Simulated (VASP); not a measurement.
Write the native input for VASP 6.6.1 that does the following.

* Task: single point
* Functional: LDA
* Potentials or basis: VASP PAW LDA potentials, release 64 (Ga_d, N)
* Cutoff: 520 eV
* k mesh: 10 × 10 × 6
* Occupations: gaussian, width 0.01 eV
* Spin: no spin polarisation
* Dipole correction: no
* Further INCAR settings: ALGO = Normal; EDIFF = 1e-06; NBANDS = 26

The structure of GaN lies in POSCAR:

```
GaN
1.0
    3.1516554573      0.0000000000      0.0000000000
   -1.5758277286      2.7294136900      0.0000000000
    0.0000000000      0.0000000000      5.1381648742
Ga N
2 2
Direct
    0.3333333333      0.6666666667      0.0001958068
    0.6666666667      0.3333333333      0.5001958068
    0.3333333333      0.6666666667      0.3766041932
    0.6666666667      0.3333333333      0.8766041932
```

One way to write it, as run:

INCAR

```
SYSTEM = GaN
  PREC = Accurate
  ENCUT = 520
  EDIFF = 1E-6
  ISMEAR = 0
  SIGMA = 0.01
  LREAL = .False.
  LASPH = .True.
  NELM = 100
  ALGO = Normal
  ISIF = 2
  LWAVE = .False.
  LCHARG = .True.
  GGA = CA
  LELF = .True.
  LVHAR = .True.
  NBANDS = 26
```

KPOINTS

```
regular mesh
0
Gamma
  10 10 6
  0 0 0
```

Potentials or basis: VASP PAW LDA potentials, release 64 (Ga_d, N).

Run with:

```console
$ cat potpaw_LDA.64/Ga_d/POTCAR potpaw_LDA.64/N/POTCAR > POTCAR
$ mpirun -np 1 vasp_std > vasp.out
```

It gave:

* Pressure: 1.1 GPa
* Band gap on the k mesh: 2.15 eV

It took 45 s on 1 thread of Intel(R) Xeon(R) Platinum 8124M CPU @ 3.00GHz (Skylake/Cascade Lake) (shared host), peak memory 0.17 GiB.
